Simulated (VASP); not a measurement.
# Bi2Te3 (R-3m) in VASP: electric field gradients with PBEsol

Aim: the electric field gradients of Bi2Te3 with PBEsol.

Everything below comes from runs of VASP 6.6.1. Logs are shortened: lines on timing, memory, paths and dates and some standing lists are left out, and cuts for length are marked.

### 1 The cell of the first run

Symmetry: R-3m, No. 166, trigonal system. Conventional cell: a = 4.381 Å, b = 4.381 Å, c = 30.301 Å, α = 90.00°, β = 90.00°, γ = 120.00°. Bi (site symmetry 3m) has 6 Te at 3.06 to 3.23 Å within 4.0 Å. Within 4.6 Å of Te (site symmetry -3m) lie 6 Bi at 3.23 Å and 12 Te at 4.38 to 4.51 Å. Te (site symmetry 3m) has 3 Bi at 3.06 Å and 3 Te at 3.64 Å within 4.0 Å.

### 2 Electric field gradients, PBEsol

The input, INCAR:

```
ALGO     = Fast           # electronic algorithm
EDIFF    = 1E-8           # SCF threshold, eV
ENCUT    = 520            # plane-wave cutoff, eV
GGA      = PS             # functional
ISIF     = 2              # what is computed and relaxed
ISMEAR   = 0              # smearing method
LASPH    = True           # aspherical terms in the spheres
LCHARG   = False          # write CHGCAR
LEFG     = True         
LREAL    = False          # projectors in reciprocal space
LWAVE    = False          # write WAVECAR
NBANDS   = 32             # bands
NELM     = 100            # most SCF steps
PREC     = Accurate       # precision mode
SIGMA    = 0.01           # smearing width, eV
```

The input, KPOINTS:

```
k-points
0
Gamma
  9 9 9
```

The input, POSCAR:

```
Bi2Te3
1.0
    2.1906641345      1.2647805277     10.1004744848
   -2.1906641345      1.2647805277     10.1004744848
    0.0000000000     -2.5295610555     10.1004744848
Bi Te
2 3
Direct
    0.3998646093      0.3998646093      0.3998646093
    0.6001353907      0.6001353907      0.6001353907
    0.0000000000      0.0000000000      0.0000000000
    0.2099486037      0.2099486037      0.2099486037
    0.7900513963      0.7900513963      0.7900513963
```

Potentials or basis: VASP PAW PBE potentials, release 64 (Bi_d, Te).

Command:

```sh
> cat potpaw_PBE.64/Bi_d/POTCAR potpaw_PBE.64/Te/POTCAR > POTCAR
> mpirun -np 1 vasp_std > vasp.out
```

OUTCAR:

```text
EDIFF = 1E-8
   ENCUT = 520
   GGA = PS
   ISIF = 2
   ISMEAR = 0
   LASPH = True
   LREAL = False
   NELM = 100
   PREC = Accurate

 ion  position               nearest neighbor table
   1  0.400  0.400  0.400-   5 3.06   5 3.06   5 3.06   3 3.23   3 3.23   3 3.23
   2  0.600  0.600  0.600-   4 3.06   4 3.06   4 3.06   3 3.23   3 3.23   3 3.23
   3  0.000  0.000  0.000-   2 3.23   1 3.23   2 3.23   2 3.23   1 3.23   1 3.23
   4  0.210  0.210  0.210-   2 3.06   2 3.06   2 3.06   5 3.64   5 3.64   5 3.64
   5  0.790  0.790  0.790-   1 3.06   1 3.06   1 3.06   4 3.64   4 3.64   4 3.64

  LATTYP: Found a trigonal (rhomboedric) cell.
 ALAT       =    10.4124091329
 COS(alpha) =     0.9114723078

  Lattice vectors:

 A1 = (   2.1906641345,   1.2647805277,  10.1004744848)
 A2 = (  -2.1906641345,   1.2647805277,  10.1004744848)
 A3 = (   0.0000000000,  -2.5295610555,  10.1004744848)

Analysis of symmetry for initial positions (statically):
=====================================================================
 Subroutine PRICEL returns:
 Original cell was already a primitive cell.

 Routine SETGRP: Setting up the symmetry group for a
 trigonal (rhombohedral) supercell.

 Subroutine GETGRP returns: Found 12 space group operations
 (whereof 12 operations were pure point group operations)
 out of a pool of 12 trial point group operations.

The static configuration has the point symmetry D_3d.

Analysis of symmetry for dynamics (positions and initial velocities):
=====================================================================
 Subroutine PRICEL returns:
 Original cell was already a primitive cell.

 Routine SETGRP: Setting up the symmetry group for a
 trigonal (rhombohedral) supercell.

 Subroutine GETGRP returns: Found 12 space group operations
 (whereof 12 operations were pure point group operations)
 out of a pool of 12 trial point group operations.

The dynamic configuration has the point symmetry D_3d.

 Subroutine INISYM returns: Found 12 space group operations
 (whereof 12 operations are pure point group operations),
 and found     1 'primitive' translations

----------------------------------------------------------------------------------------

                                     Primitive cell

  volume of cell :     167.9129

  direct lattice vectors                    reciprocal lattice vectors
     2.190664134  1.264780528 10.100474485     0.228241286  0.131775168  0.033001750
    -2.190664134  1.264780528 10.100474485    -0.228241286  0.131775168  0.033001750
     0.000000000 -2.529561055 10.100474485     0.000000000 -0.263550336  0.033001750

  length of vectors
    10.412409133 10.412409133 10.412409133     0.265608538  0.265608538  0.265608538

  position of ions in fractional coordinates (direct lattice)
     0.399864609  0.399864609  0.399864609
     0.600135391  0.600135391  0.600135391
     0.000000000  0.000000000  0.000000000
     0.209948604  0.209948604  0.209948604
     0.790051396  0.790051396  0.790051396

  ion indices of the primitive-cell ions
   primitive index   ion index
                 1           1
                 2           2
                 3           3
                 4           4
                 5           5

----------------------------------------------------------------------------------------

 KPOINTS: k-points

Automatic generation of k-mesh.
 Grid dimensions read from file:
 generate k-points for:    9    9    9

 Generating k-lattice:

  Cartesian coordinates                     Fractional coordinates (reciprocal lattice)
     0.025360143  0.014641685  0.003666861     0.111111111  0.000000000 -0.000000000
    -0.025360143  0.014641685  0.003666861     0.000000000  0.111111111 -0.000000000
     0.000000000 -0.029283371  0.003666861     0.000000000  0.000000000  0.111111111

  Length of vectors
     0.029512060  0.029512060  0.029512060

  Shift w.r.t. Gamma in fractional coordinates (k-lattice)
[... 41 lines left out ...]
   NGXF,Y,Z  is equivalent  to a cutoff of  25.55, 25.55, 25.55 a.u.
 SYSTEM =  unknown system
   PREC   = accura    normal or accurate (medium, high low for compatibility)
   ISTART =      0    job   : 0-new  1-cont  2-samecut
   ICHARG =      2    charge: 1-file 2-atom 10-const
   ISPIN  =      1    spin polarized calculation?
   LNONCOLLINEAR =      F non collinear calculations
   LSORBIT =      F    spin-orbit coupling
   LASPH  =      T    aspherical Exc in radial PAW
   ENCUT  =  520.0 eV  38.22 Ry    6.18 a.u.  19.36 19.36 19.36*2*pi/ulx,y,z
   NELM   =    100;   NELMIN=  2; NELMDL= -5     # of ELM steps
   EDIFF  = 0.1E-07   stopping-criterion for ELM
   LREAL  =      F    real-space projection
   EDIFFG = 0.1E-06   stopping-criterion for IOM
   NSW    =      0    number of steps for IOM
   IBRION =     -1    ionic relax: 0-MD 1-quasi-New 2-CG
   NFREE  =      0    steps in history (QN), initial steepest desc. (CG)
   ISIF   =      2    stress and relaxation
   ISYM   =      2    0-nonsym 1-usesym 2-fastsym
   POTIM  = 0.5000    time-step for ionic-motion
   TEBEG  =    0.0;   TEEND  =   0.0 temperature during run
   PSTRESS=    0.0 pullay stress
   NELECT =      48.0000    total number of electrons
   NUPDOWN=      -1.0000    fix difference up-down
   EMIN   =  10.00;   EMAX   =-10.00  energy-range for DOS
   EFERMI =   0.00;   METHOD = LEGACY
   ISMEAR =     0;   SIGMA  =   0.01  broadening in eV -4-tet -1-fermi 0-gaus
   EFERMI_NEDOS =   21; number of points for ismear=-14 and -15
   IALGO  =     68    algorithm
   IMIX   =      4    mixing-type and parameters
     AMIX     =   0.40;   BMIX     =  1.00
     AMIX_MAG =   1.60;   BMIX_MAG =  1.00
  volume/ion in A,a.u.               =      33.58       226.63
  Fermi-wavevector in a.u.,A,eV,Ry     =   1.078435  2.037946 15.823871  1.163022
  Thomas-Fermi vector in A             =   2.214373
   LORBIT       =      0    0 simple, 1 ext, 2 COOP (PROOUT), +10 PAW based schemes
   GGA     = PS    functional components
   LHFCALC =     F    Hartree Fock is set to
   AEXX    =    0.0000 exact exchange contribution
   IVDW    =     0    specifies the selected vdW correction
   LEPSILON=     F    determine dielectric tensor
   LRPA    =     F    only Hartree local field effects (RPA)
 non-spin polarized calculation
 RMM-DIIS sequential band-by-band and
 Gauss-broadening in eV      SIGMA  =   0.01
  energy-cutoff  :      520.00
  volume of cell :      167.91
 maximum number of plane-waves:      4544
 NGX is ok and might be reduce to    80
   NGX = 39   NGY = 39   NGZ = 39

 number of electron      48.0000006 magnetization

 Free energy of the ion-electron system (eV)
  ---------------------------------------------------
  ext. energy  EPLUGINS =         0.00000000
  ---------------------------------------------------
  free energy    TOTEN  =       -20.29722732 eV

  energy without entropy =      -20.29722732  energy(sigma->0) =      -20.29722732

 E-fermi :   6.2898     XC(G=0):  -9.5265

 val. band max:        6.1635128205   @ k =   0.0000   0.0000   0.0000
 cond. band min:       6.3663584715   @ k =   0.0000   0.0000   0.0000
 fundamental gap:      0.2028456510
 Fermi energy:         6.2898285471

 k-point     1 :       0.0000    0.0000    0.0000
  band No.  band energies     occupation
      1     -16.9498      2.00000
      2     -16.9498      2.00000
      3     -16.9481      2.00000
      4     -16.9481      2.00000
      5     -16.9406      2.00000
      6     -16.9392      2.00000
[... 829 lines left out ...]
     31      11.0645      0.00000
     32      11.7601      0.00000

 [... further k-points ...]
[... 5 lines left out ...]
  --------------------------------------------------------------------------------------
  -------------------------------------------------------------------------------------
  Total        0.0203841      0.0203841      0.0191868      0.0000000     -0.0000000      0.0000000
  in kB        0.1944990      0.1944990      0.1830748      0.0000000     -0.0000000      0.0000000
  external PRESSURE =       0.1906909 kB  Pullay stress =       0.0000000 kB

 VOLUME and BASIS-vectors are now :
 -----------------------------------------------------------------------------
  energy-cutoff  :      520.00
  volume of cell :      167.91
      direct lattice vectors                 reciprocal lattice vectors
     2.190664134  1.264780528 10.100474485     0.228241286  0.131775168  0.033001750
    -2.190664134  1.264780528 10.100474485    -0.228241286  0.131775168  0.033001750
     0.000000000 -2.529561055 10.100474485     0.000000000 -0.263550336  0.033001750

 POSITION                                       TOTAL-FORCE (eV/Angst)
 -----------------------------------------------------------------------------------
      0.00000     -0.00000     12.11647         0.000000      0.000000     -0.010926
      0.00000     -0.00000     18.18496         0.000000     -0.000000      0.010926
      0.00000      0.00000      0.00000         0.000000      0.000000     -0.000000
      0.00000     -0.00000      6.36174         0.000000      0.000000     -0.017362
      0.00000     -0.00000     23.93968         0.000000     -0.000000      0.017362
 -----------------------------------------------------------------------------------
    total drift:                               -0.000000      0.000000      0.000000

  FREE ENERGIE OF THE ION-ELECTRON SYSTEM (eV)
  ---------------------------------------------------
  free  energy   TOTEN  =       -20.2972273158 eV

  energy  without entropy=      -20.2972273158  energy(sigma->0) =      -20.29722732

 Electric field gradients (V/A^2)
---------------------------------------------------------------------
 ion       V_xx      V_yy      V_zz      V_xy      V_xz      V_yz
---------------------------------------------------------------------
   1     -13.819   -13.819    27.639    -0.000    -0.000     0.000
   2     -13.819   -13.819    27.639     0.000     0.000     0.000
   3     -43.020   -43.020    86.040    -0.000     0.000     0.000
   4       1.557     1.557    -3.115     0.000    -0.000     0.000
   5       1.557     1.557    -3.115     0.000     0.000     0.000
---------------------------------------------------------------------

 Electric field gradients after diagonalization (V/A^2)
 (convention: |V_zz| > |V_xx| > |V_yy|)
----------------------------------------------------------------------
 ion       V_xx      V_yy      V_zz     asymmetry (V_yy - V_xx)/ V_zz
----------------------------------------------------------------------
   1     -13.819   -13.819    27.639       0.000
   2     -13.819   -13.819    27.639       0.000
   3     -43.020   -43.020    86.040       0.000
   4       1.557     1.557    -3.115       0.000
   5       1.557     1.557    -3.115       0.000
----------------------------------------------------------------------

           NMR quadrupolar parameters

 Cq : quadrupolar parameter    Cq=e*Q*V_zz/h
 eta: asymmetry parameters     (V_yy - V_xx)/ V_zz
 Q  : nuclear electric quadrupole moment in mb (millibarn)
----------------------------------------------------------------------
 ion       Cq(MHz)       eta       Q (mb)
----------------------------------------------------------------------
   1       0.067       0.000       1.000
   2       0.067       0.000       1.000
   3       0.208       0.000       1.000
   4      -0.008       0.000       1.000
   5      -0.008       0.000       1.000
----------------------------------------------------------------------
```

Run time: 39 min. Hardware: 1 thread of Intel Xeon 6975P-C (Granite Rapids), shared host; peak memory 1.2 GiB.

Results:

```
Free energy                             : -20.2972 eV
Pressure                                : 0.0 GPa
Largest force                           : 0.017 eV/Å
Band gap on the k mesh                  : 0.20 eV
Largest electric field gradient by atom : Bi +27.6; Te +86.0, -3.1 (each value once) V/Å²
```

Forces on the atoms (eV/Å):
```
Bi   0.000  0.000 -0.011
Bi   0.000  0.000  0.011
Te   0.000  0.000  0.000
Te   0.000  0.000 -0.017
Te   0.000  0.000  0.017
```

Electric field gradients, principal values (V/Å²):
```csv
atom,least,middle,greatest (by size)
1 Bi,-13.819,-13.819,27.639
2 Bi,-13.819,-13.819,27.639
3 Te,-43.020,-43.020,86.040
4 Te,1.557,1.557,-3.115
5 Te,1.557,1.557,-3.115
```

Caveat: without QUAD_EFG the Cq values of the log hold for a quadrupole moment of 1 mb, not for the nuclei; the PAW data sets were made with another functional, which shifts forces and pressure a little; spin-orbit coupling is left out, which moves the levels of the heavy elements; an odd mesh through Γ misses points on the zone boundary, where band edges can lie.
